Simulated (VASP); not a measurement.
Set up this calculation in VASP 6.6.1, as the native input.

```
Task                               : relaxation of cell and atoms
Functional                         : B3LYP
Potentials or basis                : VASP PAW PBE potentials, release 64 (Ge_d)
Cutoff                             : 600 eV
k mesh                             : 5 × 5 × 5
Occupations                        : fermi-dirac, width 0.05 eV
Spin                               : no spin polarisation
Dipole correction                  : no
Grid for exact exchange (PRECFOCK) : Normal
Further INCAR settings             : ALGO = Normal; EDIFF = 1e-06; IBRION = 2; EDIFFG = -0.01; NSW = 60; ISIF = 3
Share of exact exchange            : 0.2
```

The system is Ge.

```
Ge
1.0
     2.71047    0.00000    0.00000
     0.00000    2.71047    0.00000
     0.00000    0.00000    2.71047
Ge
1
Direct
  0.00000 0.00000 0.00000
```

This isn't the form of Ge at room conditions, which is diamond.

These files were run (other wordings do the same):

POSCAR

```
Ge
1.0
    2.7104700000      0.0000000000      0.0000000000
    0.0000000000      2.7104700000      0.0000000000
    0.0000000000      0.0000000000      2.7104700000
Ge
1
Direct
    0.0000000000      0.0000000000      0.0000000000
```

INCAR.step1

```
ALGO     = Normal         # electronic algorithm
EDIFF    = 1E-5           # SCF threshold, eV
ENCUT    = 600            # plane-wave cutoff, eV
GGA      = PE             # functional
ISMEAR   = -1             # smearing method
LASPH    = True           # aspherical terms in the spheres
LCHARG   = False          # write CHGCAR
LREAL    = False          # projectors in reciprocal space
LWAVE    = True           # write WAVECAR
NBANDS   = 13             # bands
NELM     = 60             # most SCF steps
PREC     = Accurate       # precision mode
SIGMA    = 0.05           # smearing width, eV
```

INCAR.step2

```
AEXX     = 0.2            # exact-exchange fraction
AGGAC    = 0.81         
AGGAX    = 0.72         
ALDAC    = 0.19         
ALGO     = Normal         # electronic algorithm
EDIFF    = 1E-6           # SCF threshold, eV
EDIFFG   = -0.01          # ionic threshold
ENCUT    = 600            # plane-wave cutoff, eV
GGA      = B3             # functional
IBRION   = 2              # ionic algorithm
ISIF     = 3              # what is computed and relaxed
ISMEAR   = -1             # smearing method
ISTART   = 1            
LASPH    = True           # aspherical terms in the spheres
LCHARG   = False          # write CHGCAR
LHFCALC  = True           # exact exchange
LREAL    = False          # projectors in reciprocal space
LWAVE    = False          # write WAVECAR
NELM     = 60             # most SCF steps
NSW      = 60             # ionic steps
PREC     = Accurate       # precision mode
PRECFOCK = Normal       
SIGMA    = 0.05           # smearing width, eV
```

KPOINTS

```
k-points
0
Gamma
  5 5 5
```

Potentials or basis: VASP PAW PBE potentials, release 64 (Ge_d).

Launch:

```console
$ cat potpaw_PBE.64/Ge_d/POTCAR > POTCAR
$ cp INCAR.step1 INCAR
$ mpirun -np 1 vasp_std > vasp.out
$ cp INCAR.step2 INCAR
$ mpirun -np 1 vasp_std > vasp.out
```

Results of the run:

```yaml
Relaxed_volume: 20.99 Å³/atom
Relaxed_cell: a = 2.758 Å, b = 2.758 Å, c = 2.758 Å, α = 90.00°, β = 90.00°, γ = 90.00°
Space_group_after_relaxing_to_0.1_Å: Pm-3m (No. 221)
Energy_gained_by_relaxing: 11.6 meV/atom
Ionic_steps: 13
Pressure_after_relaxing: 0.0 GPa
Band_gap_on_the_k_mesh: zero (bands 7 and 8 overlap by 9.00 eV)
```

Caveat: the k points lie up to 0.46 Å⁻¹ apart in the final cell, too coarse for converged energies and pressures of a metal; the PAW data sets were made with another functional, which shifts forces and pressure a little.

It took 29 min on 1 thread of Oxide Virtual Turin-like Processor, with other jobs on the host, peak memory 0.12 GiB.
